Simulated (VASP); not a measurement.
# AgPdS2 (P4/mmm) in VASP: single point with PBE

Aim: the single point of AgPdS2 with PBE.

Program: VASP 6.6.1. These are calculated values, not measurements. Logs are shortened: lines on timing, memory, paths and dates and some standing lists are left out, and cuts for length are marked.

**1. The cell of the first run**

Symmetry: P4/mmm, No. 123, tetragonal system. The conventional cell has a = 4.916 Å, b = 4.916 Å, c = 2.834 Å, α = 90.00°, β = 90.00°, γ = 90.00°. Within 3.8 Å of Ag (site symmetry 4/mmm) lie 2 Ag at 2.83 Å and 8 S at 2.84 Å and 8 Pd at 3.75 Å. Pd (site symmetry 4/mmm) has 4 S at 2.46 Å and 2 Pd at 2.83 Å within 3.2 Å. S (site symmetry mmm) has 2 Pd at 2.46 Å and 2 S at 2.83 Å and 4 Ag at 2.84 Å within 3.2 Å.

**2. Single point, PBE**

INCAR reads:

```
PREC = Accurate
ENCUT = 520
EDIFF = 1E-7
ISMEAR = 0
SIGMA = 0.1
LREAL = False
LASPH = True
NELM = 100
ALGO = Fast
ISIF = 2
LWAVE = False
LCHARG = False
GGA = PE
NBANDS = 24
```

KPOINTS reads:

```
regular mesh
0
Gamma
  10 10 18
```

POSCAR reads:

```
AgPdS2
1.0
    4.9162095287      0.0000000000      0.0000000000
    0.0000000000      4.9162095287      0.0000000000
    0.0000000000      0.0000000000      2.8341504101
Ag Pd S
1 1 2
Direct
    0.5000000000      0.5000000000      0.5000000000
    0.0000000000      0.0000000000      0.0000000000
    0.5000000000      0.0000000000      0.0000000000
    0.0000000000      0.5000000000      0.0000000000
```

Potentials or basis: VASP PAW PBE potentials, release 64 (Ag, Pd, S).

Run with:

```bash
cat potpaw_PBE.64/Ag/POTCAR potpaw_PBE.64/Pd/POTCAR potpaw_PBE.64/S/POTCAR > POTCAR
mpirun -np 1 vasp_std > vasp.out
```

OUTCAR:

```text
PREC = Accurate
   ENCUT = 520
   EDIFF = 1E-7
   ISMEAR = 0
   LREAL = False
   LASPH = True
   NELM = 100
   ISIF = 2
   GGA = PE

 ion  position               nearest neighbor table
   1  0.500  0.500  0.500-   3 2.84   4 2.84   3 2.84   4 2.84   3 2.84   3 2.84   4 2.84   4 2.84

   2  0.000  0.000  0.000-   3 2.46   4 2.46   4 2.46   3 2.46
   3  0.500  0.000  0.000-   2 2.46   2 2.46   1 2.84   1 2.84   1 2.84   1 2.84
   4  0.000  0.500  0.000-   2 2.46   2 2.46   1 2.84   1 2.84   1 2.84   1 2.84

  LATTYP: Found a simple tetragonal cell.
 ALAT       =     4.9162095287
 C/A-ratio  =     0.5764909721

  Lattice vectors:

 A1 = (   4.9162095287,   0.0000000000,   0.0000000000)
 A2 = (   0.0000000000,   4.9162095287,   0.0000000000)
 A3 = (   0.0000000000,   0.0000000000,   2.8341504101)

Analysis of symmetry for initial positions (statically):
=====================================================================
 Subroutine PRICEL returns:
 Original cell was already a primitive cell.

 Routine SETGRP: Setting up the symmetry group for a
 simple tetragonal supercell.

 Subroutine GETGRP returns: Found 16 space group operations
 (whereof 16 operations were pure point group operations)
 out of a pool of 16 trial point group operations.

The static configuration has the point symmetry D_4h.

Analysis of symmetry for dynamics (positions and initial velocities):
=====================================================================
 Subroutine PRICEL returns:
 Original cell was already a primitive cell.

 Routine SETGRP: Setting up the symmetry group for a
 simple tetragonal supercell.

 Subroutine GETGRP returns: Found 16 space group operations
 (whereof 16 operations were pure point group operations)
 out of a pool of 16 trial point group operations.

The dynamic configuration has the point symmetry D_4h.

 Subroutine INISYM returns: Found 16 space group operations
 (whereof 16 operations are pure point group operations),
 and found     1 'primitive' translations

----------------------------------------------------------------------------------------

                                     Primitive cell

  volume of cell :      68.4989

  direct lattice vectors                    reciprocal lattice vectors
     4.916209529  0.000000000  0.000000000     0.203408743  0.000000000  0.000000000
     0.000000000  4.916209529  0.000000000     0.000000000  0.203408743  0.000000000
     0.000000000  0.000000000  2.834150410     0.000000000  0.000000000  0.352839425

  length of vectors
     4.916209529  4.916209529  2.834150410     0.203408743  0.203408743  0.352839425

  position of ions in fractional coordinates (direct lattice)
     0.500000000  0.500000000  0.500000000
     0.000000000  0.000000000  0.000000000
     0.500000000  0.000000000  0.000000000
     0.000000000  0.500000000  0.000000000

  ion indices of the primitive-cell ions
   primitive index   ion index
                 1           1
                 2           2
                 3           3
                 4           4

----------------------------------------------------------------------------------------

 KPOINTS: regular mesh

Automatic generation of k-mesh.
 Grid dimensions read from file:
 generate k-points for:   10   10   18

 Generating k-lattice:

  Cartesian coordinates                     Fractional coordinates (reciprocal lattice)
     0.020340874  0.000000000  0.000000000     0.100000000  0.000000000  0.000000000
     0.000000000  0.020340874  0.000000000     0.000000000  0.100000000  0.000000000
     0.000000000  0.000000000  0.019602190     0.000000000  0.000000000  0.055555556

  Length of vectors
     0.020340874  0.020340874  0.019602190

  Shift w.r.t. Gamma in fractional coordinates (k-lattice)
     0.000000000  0.000000000  0.000000000

 Subroutine IBZKPT returns following result:
 ===========================================

 Found    210 irreducible k-points:

 Following reciprocal coordinates:
            Coordinates               Weight
  0.000000  0.000000  0.000000      1.000000
  0.100000  0.000000  0.000000      4.000000
  0.200000  0.000000  0.000000      4.000000
  0.300000  0.000000  0.000000      4.000000
  0.400000  0.000000  0.000000      4.000000
  0.500000  0.000000  0.000000      2.000000
[... 16 lines left out ...]
  0.100000  0.000000  0.055556      8.000000
  0.200000  0.000000  0.055556      8.000000
 [... further k-points ...]
   k-points           NKPTS =    210   k-points in BZ     NKDIM =    210   number of bands    NBANDS=     24
   number of dos      NEDOS =    301   number of ions     NIONS =      4
   total plane-waves  NPLWV =  38400
   dimension x,y,z NGX =    40 NGY =   40 NGZ =   24
   dimension x,y,z NGXF=    80 NGYF=   80 NGZF=   48
   ions per type =               1   1   2
   NGX,Y,Z   is equivalent  to a cutoff of  13.53, 13.53, 14.08 a.u.
   NGXF,Y,Z  is equivalent  to a cutoff of  27.05, 27.05, 28.16 a.u.
 SYSTEM =  unknown system
   PREC   = accura    normal or accurate (medium, high low for compatibility)
   ISTART =      0    job   : 0-new  1-cont  2-samecut
   ICHARG =      2    charge: 1-file 2-atom 10-const
   ISPIN  =      1    spin polarized calculation?
   LNONCOLLINEAR =      F non collinear calculations
   LSORBIT =      F    spin-orbit coupling
   LASPH  =      T    aspherical Exc in radial PAW
   ENCUT  =  520.0 eV  38.22 Ry    6.18 a.u.   9.14  9.14  5.27*2*pi/ulx,y,z
   NELM   =    100;   NELMIN=  2; NELMDL= -5     # of ELM steps
   EDIFF  = 0.1E-06   stopping-criterion for ELM
   LREAL  =      F    real-space projection
   EDIFFG = 0.1E-05   stopping-criterion for IOM
   NSW    =      0    number of steps for IOM
   IBRION =     -1    ionic relax: 0-MD 1-quasi-New 2-CG
   NFREE  =      0    steps in history (QN), initial steepest desc. (CG)
   ISIF   =      2    stress and relaxation
   ISYM   =      2    0-nonsym 1-usesym 2-fastsym
   POTIM  = 0.5000    time-step for ionic-motion
   TEBEG  =    0.0;   TEEND  =   0.0 temperature during run
   PSTRESS=    0.0 pullay stress
   NELECT =      33.0000    total number of electrons
   NUPDOWN=      -1.0000    fix difference up-down
   EMIN   =  10.00;   EMAX   =-10.00  energy-range for DOS
   EFERMI =   0.00;   METHOD = LEGACY
   ISMEAR =     0;   SIGMA  =   0.10  broadening in eV -4-tet -1-fermi 0-gaus
   EFERMI_NEDOS =   21; number of points for ismear=-14 and -15
   IALGO  =     68    algorithm
   IMIX   =      4    mixing-type and parameters
     AMIX     =   0.40;   BMIX     =  1.00
     AMIX_MAG =   1.60;   BMIX_MAG =  1.00
  volume/ion in A,a.u.               =      17.12       115.56
  Fermi-wavevector in a.u.,A,eV,Ry     =   1.283369  2.425216 22.409290  1.647036
  Thomas-Fermi vector in A             =   2.415626
   LORBIT       =      0    0 simple, 1 ext, 2 COOP (PROOUT), +10 PAW based schemes
   GGA     = PE    functional components
   LHFCALC =     F    Hartree Fock is set to
   AEXX    =    0.0000 exact exchange contribution
   IVDW    =     0    specifies the selected vdW correction
   LEPSILON=     F    determine dielectric tensor
   LRPA    =     F    only Hartree local field effects (RPA)
 non-spin polarized calculation
 RMM-DIIS sequential band-by-band and
 Gauss-broadening in eV      SIGMA  =   0.10
  energy-cutoff  :      520.00
  volume of cell :       68.50
 maximum number of plane-waves:      1872
 NGX is ok and might be reduce to    40
   NGX = 19   NGY = 19   NGZ = 11

 number of electron      33.0000011 magnetization

 Free energy of the ion-electron system (eV)
  ---------------------------------------------------
  ext. energy  EPLUGINS =         0.00000000
  ---------------------------------------------------
  free energy    TOTEN  =       -15.68706414 eV

  energy without entropy =      -15.67615837  energy(sigma->0) =      -15.68161125

 E-fermi :   7.2657     XC(G=0): -11.3748

 val. band max:        7.2626584070   @ k =   0.0000   0.0000   0.1667
 cond. band min:       7.2736602996   @ k =   0.4000   0.4000   0.2222
 fundamental gap:      0.0110018926
 Fermi energy:         7.2657383800

 k-point     1 :       0.0000    0.0000    0.0000
  band No.  band energies     occupation
      1      -7.1394      2.00000
      2      -6.0720      2.00000
      3       2.1914      2.00000
      4       2.2659      2.00000
      5       2.2659      2.00000
      6       3.1210      2.00000
[... 16 lines left out ...]
     23      17.6508      0.00000
     24      18.1961      0.00000

 k-point     2 :       0.1000    0.0000    0.0000
  band No.  band energies     occupation
      1      -7.1041      2.00000
      2      -6.0818      2.00000
      3       1.9942      2.00000
      4       2.2681      2.00000
      5       2.3058      2.00000
      6       3.0761      2.00000
[... 16 lines left out ...]
     23      17.4834      0.00000
     24      18.0721      0.00000

 k-point     3 :       0.2000    0.0000    0.0000
  band No.  band energies     occupation
      1      -7.0027      2.00000
      2      -6.1164      2.00000
      3       1.6648      2.00000
      4       2.2740      2.00000
      5       2.2792      2.00000
      6       2.9545      2.00000
[... 16 lines left out ...]
     23      17.1218      0.00000
     24      17.6354      0.00000
[... 514 lines left out ...]
 k-point    23 :       0.1000    0.0000    0.0556
  band No.  band energies     occupation
      1      -7.0630      2.00000
      2      -6.0439      2.00000
      3       2.0195      2.00000
      4       2.2592      2.00000
      5       2.3377      2.00000
      6       3.0882      2.00000
[... 16 lines left out ...]
     23      17.6847      0.00000
     24      17.9072      0.00000

 k-point    24 :       0.2000    0.0000    0.0556
  band No.  band energies     occupation
      1      -6.9621      2.00000
      2      -6.0786      2.00000
      3       1.6943      2.00000
      4       2.2727      2.00000
      5       2.3178      2.00000
      6       2.9590      2.00000
[... 16 lines left out ...]
     23      17.2189      0.00000
     24      17.5655      0.00000

 [... further k-points ...]

------------------------ aborting loop because EDIFF is reached ----------------------------------------

  FORCE on cell =-STRESS in cart. coord.  units (eV):
  Direction    XX          YY          ZZ          XY          YZ          ZX
  --------------------------------------------------------------------------------------
  -------------------------------------------------------------------------------------
  Total       -0.0548652     -0.0548652     -0.0630650      0.0000000     -0.0000000      0.0000000
  in kB       -1.2832876     -1.2832876     -1.4750802      0.0000000     -0.0000000      0.0000000
  external PRESSURE =      -1.3472184 kB  Pullay stress =       0.0000000 kB

 VOLUME and BASIS-vectors are now :
 -----------------------------------------------------------------------------
  energy-cutoff  :      520.00
  volume of cell :       68.50
      direct lattice vectors                 reciprocal lattice vectors
     4.916209529  0.000000000  0.000000000     0.203408743  0.000000000  0.000000000
     0.000000000  4.916209529  0.000000000     0.000000000  0.203408743  0.000000000
     0.000000000  0.000000000  2.834150410     0.000000000  0.000000000  0.352839425

 POSITION                                       TOTAL-FORCE (eV/Angst)
 -----------------------------------------------------------------------------------
      2.45810      2.45810      1.41708         0.000000      0.000000      0.000000
      0.00000      0.00000      0.00000         0.000000      0.000000      0.000000
      2.45810      0.00000      0.00000         0.000000      0.000000      0.000000
      0.00000      2.45810      0.00000         0.000000      0.000000      0.000000
 -----------------------------------------------------------------------------------
    total drift:                               -0.000000      0.000000     -0.000000

  FREE ENERGIE OF THE ION-ELECTRON SYSTEM (eV)
  ---------------------------------------------------
  free  energy   TOTEN  =       -15.6870641353 eV

  energy  without entropy=      -15.6761583717  energy(sigma->0) =      -15.68161125
```

Run time: 4.5 min. Hardware: 1 thread of Intel Xeon Platinum 8488C (Sapphire Rapids), shared host; peak memory 0.46 GiB.

Results:

| Property | Result |
| --- | --- |
| Free energy | -15.6871 eV |
| Pressure | -0.1 GPa |
| Band gap on the k mesh | zero (an odd number of electrons rules out a gap without spin polarisation) |
